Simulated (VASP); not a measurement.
# SnTe (I4/mmm) in VASP: notebook

SnTe is run at these levels: r2SCAN; tasks: single point.

Program: VASP 6.6.1. These are calculated values, not measurements. Logs are shortened: lines on timing, memory, paths and dates and some standing lists are left out, and cuts for length are marked.

**1. The cell of the first run**

Symmetry: I4/mmm, No. 139, tetragonal system. The conventional cell has a = 4.285 Å, b = 4.285 Å, c = 6.313 Å, α = 90.00°, β = 90.00°, γ = 90.00°. Within 4.0 Å of Sn (site symmetry 4/mmm) lie 6 Te at 3.03 to 3.16 Å. Te (site symmetry 4/mmm) has 6 Sn at 3.03 to 3.16 Å within 4.0 Å.

**2. Single point, r2SCAN (strain -0.0400 x Voigt [1, 1, 0, 0, 0, 0])**

Input file POSCAR:

```
SnTe
1.0
    0.0000000000      3.0302400000      3.1565000000
    3.0302400000      0.0000000000      3.1565000000
    3.0302400000      3.0302400000      0.0000000000
Sn Te
1 1
Direct
    0.0000000000      0.0000000000      0.0000000000
    0.5000000000      0.5000000000      0.5000000000
```

Input file INCAR.step1:

```
SYSTEM = SnTe
  PREC = Accurate
  ENCUT = 520
  ISMEAR = 0
  SIGMA = 0.15
  LREAL = .FALSE.
  LASPH = .TRUE.
  NELM = 100
  NBANDS = 17
  GGA = PE
  ALGO = Normal
  EDIFF = 1E-4
  LWAVE = .TRUE.
  LCHARG = .FALSE.
```

Input file INCAR.step2:

```
SYSTEM = SnTe
  PREC = Accurate
  ENCUT = 520
  EDIFF = 1E-6
  ISMEAR = 0
  SIGMA = 0.15
  LREAL = .FALSE.
  LASPH = .TRUE.
  NELM = 100
  ALGO = Normal
  ISIF = 2
  LWAVE = .FALSE.
  LCHARG = .FALSE.
  METAGGA = R2SCAN
  LMIXTAU = .TRUE.
  NBANDS = 17
  ISTART = 1
```

Input file KPOINTS:

```
Automatic mesh
0
G
  14 14 14
  0 0 0
```

Potentials or basis: VASP PAW PBE potentials, release 64 (Sn_d, Te).

The run is started by

```
$ cat potpaw_PBE.64/Sn_d/POTCAR potpaw_PBE.64/Te/POTCAR > POTCAR
$ cp INCAR.step1 INCAR
$ mpirun -np 1 vasp_std > vasp.out
$ cp INCAR.step2 INCAR
$ mpirun -np 1 vasp_std > vasp.out
```

OUTCAR:

```text
SYSTEM = SnTe
   PREC = Accurate
   ENCUT = 520
   EDIFF = 1E-6
   ISMEAR = 0
   LREAL = .FALSE.
   LASPH = .TRUE.
   NELM = 100
   ISIF = 2
   METAGGA = R2SCAN
   ISTART = 1

 ion  position               nearest neighbor table
   1  0.000  0.000  0.000-   2 3.03   2 3.03   2 3.03   2 3.03   2 3.16   2 3.16
   2  0.500  0.500  0.500-   1 3.03   1 3.03   1 3.03   1 3.03   1 3.16   1 3.16

  LATTYP: Found a body centered tetragonal cell.
 ALAT       =     4.2854065052
 C/A-ratio  =     1.4731391275

  Lattice vectors:

 A1 = (  -3.0302400000,   0.0000000000,   3.1565000000)
 A2 = (   3.0302400000,   0.0000000000,   3.1565000000)
 A3 = (   0.0000000000,   3.0302400000,  -3.1565000000)

Analysis of symmetry for initial positions (statically):
=====================================================================
 Subroutine PRICEL returns:
 Original cell was already a primitive cell.

 Routine SETGRP: Setting up the symmetry group for a
 body centered tetragonal supercell.

 Subroutine GETGRP returns: Found 16 space group operations
 (whereof 16 operations were pure point group operations)
 out of a pool of 16 trial point group operations.

The static configuration has the point symmetry D_4h.

Analysis of symmetry for dynamics (positions and initial velocities):
=====================================================================
 Subroutine PRICEL returns:
 Original cell was already a primitive cell.

 Routine SETGRP: Setting up the symmetry group for a
 body centered tetragonal supercell.

 Subroutine GETGRP returns: Found 16 space group operations
 (whereof 16 operations were pure point group operations)
 out of a pool of 16 trial point group operations.

The dynamic configuration has the point symmetry D_4h.

 Subroutine INISYM returns: Found 16 space group operations
 (whereof 16 operations are pure point group operations),
 and found     1 'primitive' translations

----------------------------------------------------------------------------------------

                                     Primitive cell

  volume of cell :      57.9682

  direct lattice vectors                    reciprocal lattice vectors
     0.000000000  3.030240000  3.156500000    -0.165003432  0.165003432  0.158403295
     3.030240000  0.000000000  3.156500000     0.165003432 -0.165003432  0.158403295
     3.030240000  3.030240000  0.000000000     0.165003432  0.165003432 -0.158403295

  length of vectors
     4.375596726  4.375596726  4.285406505     0.282035227  0.282035227  0.282035227

  position of ions in fractional coordinates (direct lattice)
     0.000000000  0.000000000  0.000000000
     0.500000000  0.500000000  0.500000000

  ion indices of the primitive-cell ions
   primitive index   ion index
                 1           1
                 2           2

----------------------------------------------------------------------------------------

 KPOINTS: Automatic mesh

Automatic generation of k-mesh.
 Grid dimensions read from file:
 generate k-points for:   14   14   14

 Generating k-lattice:

  Cartesian coordinates                     Fractional coordinates (reciprocal lattice)
    -0.011785959  0.011785959  0.011314521     0.071428571 -0.000000000  0.000000000
     0.011785959 -0.011785959  0.011314521    -0.000000000  0.071428571  0.000000000
     0.011785959  0.011785959 -0.011314521     0.000000000  0.000000000  0.071428571

  Length of vectors
     0.020145373  0.020145373  0.020145373

  Shift w.r.t. Gamma in fractional coordinates (k-lattice)
     0.000000000  0.000000000  0.000000000

 Subroutine IBZKPT returns following result:
 ===========================================

 Found    244 irreducible k-points:

 Following reciprocal coordinates:
            Coordinates               Weight
  0.000000  0.000000  0.000000      1.000000
  0.071429 -0.000000  0.000000      8.000000
  0.142857  0.000000  0.000000      8.000000
  0.214286  0.000000  0.000000      8.000000
  0.285714  0.000000  0.000000      8.000000
  0.357143  0.000000  0.000000      8.000000
[... 16 lines left out ...]
  0.214286  0.142857  0.000000      8.000000
  0.285714  0.142857  0.000000      8.000000
 [... further k-points ...]
   k-points           NKPTS =    244   k-points in BZ     NKDIM =    244   number of bands    NBANDS=     17
   number of dos      NEDOS =    301   number of ions     NIONS =      2
   total plane-waves  NPLWV =  41472
   dimension x,y,z NGX =    36 NGY =   36 NGZ =   32
   dimension x,y,z NGXF=    72 NGYF=   72 NGZF=   64
   ions per type =               1   1
   NGX,Y,Z   is equivalent  to a cutoff of  13.68, 13.68, 12.41 a.u.
   NGXF,Y,Z  is equivalent  to a cutoff of  27.36, 27.36, 24.83 a.u.
 SYSTEM =  SnTe
   PREC   = accura    normal or accurate (medium, high low for compatibility)
   ISTART =      1    job   : 0-new  1-cont  2-samecut
   ICHARG =      0    charge: 1-file 2-atom 10-const
   ISPIN  =      1    spin polarized calculation?
   LNONCOLLINEAR =      F non collinear calculations
   LSORBIT =      F    spin-orbit coupling
   LASPH  =      T    aspherical Exc in radial PAW
   ENCUT  =  520.0 eV  38.22 Ry    6.18 a.u.   8.14  8.14  7.97*2*pi/ulx,y,z
   NELM   =    100;   NELMIN=  2; NELMDL=  0     # of ELM steps
   EDIFF  = 0.1E-05   stopping-criterion for ELM
   LREAL  =      F    real-space projection
   EDIFFG = 0.1E-04   stopping-criterion for IOM
   NSW    =      0    number of steps for IOM
   IBRION =     -1    ionic relax: 0-MD 1-quasi-New 2-CG
   NFREE  =      0    steps in history (QN), initial steepest desc. (CG)
   ISIF   =      2    stress and relaxation
   ISYM   =      2    0-nonsym 1-usesym 2-fastsym
   POTIM  = 0.5000    time-step for ionic-motion
   TEBEG  =    0.0;   TEEND  =   0.0 temperature during run
   PSTRESS=    0.0 pullay stress
   NELECT =      20.0000    total number of electrons
   NUPDOWN=      -1.0000    fix difference up-down
   EMIN   =  10.00;   EMAX   =-10.00  energy-range for DOS
   EFERMI =   0.00;   METHOD = LEGACY
   ISMEAR =     0;   SIGMA  =   0.15  broadening in eV -4-tet -1-fermi 0-gaus
   EFERMI_NEDOS =   21; number of points for ismear=-14 and -15
   IALGO  =     38    algorithm
   IMIX   =      4    mixing-type and parameters
     AMIX     =   0.40;   BMIX     =  1.00
     AMIX_MAG =   1.60;   BMIX_MAG =  1.00
  volume/ion in A,a.u.               =      28.98       195.59
  Fermi-wavevector in a.u.,A,eV,Ry     =   1.148211  2.169803 17.937752  1.318388
  Thomas-Fermi vector in A             =   2.284887
   LORBIT       =      0    0 simple, 1 ext, 2 COOP (PROOUT), +10 PAW based schemes
   METAGGA = R2SCAN    functional components
   LHFCALC =     F    Hartree Fock is set to
   AEXX    =    0.0000 exact exchange contribution
   IVDW    =     0    specifies the selected vdW correction
   LEPSILON=     F    determine dielectric tensor
   LRPA    =     F    only Hartree local field effects (RPA)
 non-spin polarized calculation
 Gauss-broadening in eV      SIGMA  =   0.15
  energy-cutoff  :      520.00
  volume of cell :       57.97
 maximum number of plane-waves:      1580
 NGX is ok and might be reduce to    36
   NGX = 17   NGY = 17   NGZ = 15

 number of electron      20.0000000 magnetization

 Free energy of the ion-electron system (eV)
  ---------------------------------------------------
  ext. energy  EPLUGINS =         0.00000000
  ---------------------------------------------------
  free energy    TOTEN  =       -50.53903963 eV

  energy without entropy =      -50.53726841  energy(sigma->0) =      -50.53815402

 E-fermi :   7.9785     XC(G=0): -10.4391

 val. band max:        7.9289660586   @ k =  -0.2143   0.1429   0.0000
 cond. band min:       8.0171140055   @ k =  -0.4286   0.0714   0.1429
 fundamental gap:      0.0881479469
 Fermi energy:         7.9785042190

 k-point     1 :       0.0000    0.0000    0.0000
  band No.  band energies     occupation
      1     -14.7804      2.00000
      2     -14.7725      2.00000
      3     -14.7606      2.00000
      4     -14.7606      2.00000
      5     -14.7543      2.00000
      6      -6.1113      2.00000
[... 9 lines left out ...]
     16      12.9449      0.00000
     17      14.6545      0.00000

 k-point     2 :       0.0714   -0.0000    0.0000
  band No.  band energies     occupation
      1     -14.7806      2.00000
      2     -14.7730      2.00000
      3     -14.7605      2.00000
      4     -14.7603      2.00000
      5     -14.7539      2.00000
      6      -6.0603      2.00000
[... 9 lines left out ...]
     16      13.0596      0.00000
     17      15.0382      0.00000

 k-point     3 :       0.1429    0.0000    0.0000
  band No.  band energies     occupation
      1     -14.7813      2.00000
      2     -14.7745      2.00000
      3     -14.7602      2.00000
      4     -14.7592      2.00000
      5     -14.7527      2.00000
      6      -5.9092      2.00000
[... 9 lines left out ...]
     16      13.3745      0.00000
     17      15.9614      0.00000

 k-point     4 :       0.2143    0.0000    0.0000
  band No.  band energies     occupation
      1     -14.7824      2.00000
      2     -14.7768      2.00000
      3     -14.7597      2.00000
      4     -14.7574      2.00000
      5     -14.7508      2.00000
      6      -5.6659      2.00000
[... 9 lines left out ...]
     16      13.8774      0.00000
     17      17.1561      0.00000
[... 343 lines left out ...]
      1     -14.7850      2.00000
      2     -14.7715      2.00000
      3     -14.7580      2.00000
      4     -14.7580      2.00000
      5     -14.7552      2.00000
      6      -5.8638      2.00000
[... 9 lines left out ...]
     16      14.0635      0.00000
     17      15.6447      0.00000

 k-point    23 :       0.2143    0.1429    0.0000
  band No.  band energies     occupation
      1     -14.7872      2.00000
      2     -14.7717      2.00000
      3     -14.7570      2.00000
      4     -14.7565      2.00000
      5     -14.7551      2.00000
      6      -5.6956      2.00000
[... 9 lines left out ...]
     16      14.5816      0.00000
     17      16.2191      0.00000

 k-point    24 :       0.2857    0.1429    0.0000
  band No.  band energies     occupation
      1     -14.7891      2.00000
      2     -14.7731      2.00000
      3     -14.7564      2.00000
      4     -14.7546      2.00000
      5     -14.7537      2.00000
      6      -5.4421      2.00000
[... 9 lines left out ...]
     16      15.2332      0.00000
     17      17.3736      0.00000

 [... further k-points ...]
[... 5 lines left out ...]
  --------------------------------------------------------------------------------------
  -------------------------------------------------------------------------------------
  Total        3.1265276      3.1265276      0.5829383      0.0000000      0.0000000     -0.0000000
  in kB       86.4137818     86.4137818     16.1117728      0.0000000      0.0000000     -0.0000000
  external PRESSURE =      62.9797788 kB  Pullay stress =       0.0000000 kB

 VOLUME and BASIS-vectors are now :
 -----------------------------------------------------------------------------
  energy-cutoff  :      520.00
  volume of cell :       57.97
      direct lattice vectors                 reciprocal lattice vectors
     0.000000000  3.030240000  3.156500000    -0.165003432  0.165003432  0.158403295
     3.030240000  0.000000000  3.156500000     0.165003432 -0.165003432  0.158403295
     3.030240000  3.030240000  0.000000000     0.165003432  0.165003432 -0.158403295

 POSITION                                       TOTAL-FORCE (eV/Angst)
 -----------------------------------------------------------------------------------
      0.00000      0.00000      0.00000        -0.000000     -0.000000     -0.000000
      3.03024      3.03024      3.15650         0.000000      0.000000      0.000000
 -----------------------------------------------------------------------------------
    total drift:                               -0.000000      0.000000      0.000000

  FREE ENERGIE OF THE ION-ELECTRON SYSTEM (eV)
  ---------------------------------------------------
  free  energy   TOTEN  =       -50.5390396299 eV

  energy  without entropy=      -50.5372684106  energy(sigma->0) =      -50.53815402
```

Run time: 19 min. Hardware: 1 thread of Oxide Virtual Turin-like, shared host; peak memory 0.35 GiB.

What came out:

* Free energy: -50.5390 eV
* Pressure: 6.3 GPa
* Band gap on the k mesh: 0.09 eV, indirect (least direct gap 0.27 eV)

Stress tensor (GPa, compression positive):
```
8.64 0.00 0.00
0.00 8.64 0.00
0.00 0.00 1.61
```

Caveat: the cell differs from its parent crystal (strain -0.0400 x Voigt [1, 1, 0, 0, 0, 0]); the PAW data sets were made with another functional, which shifts forces and pressure a little; spin-orbit coupling is left out, which moves the levels of the heavy elements. A k mesh can miss the band edges.

(Continued in part 2 of 2.)
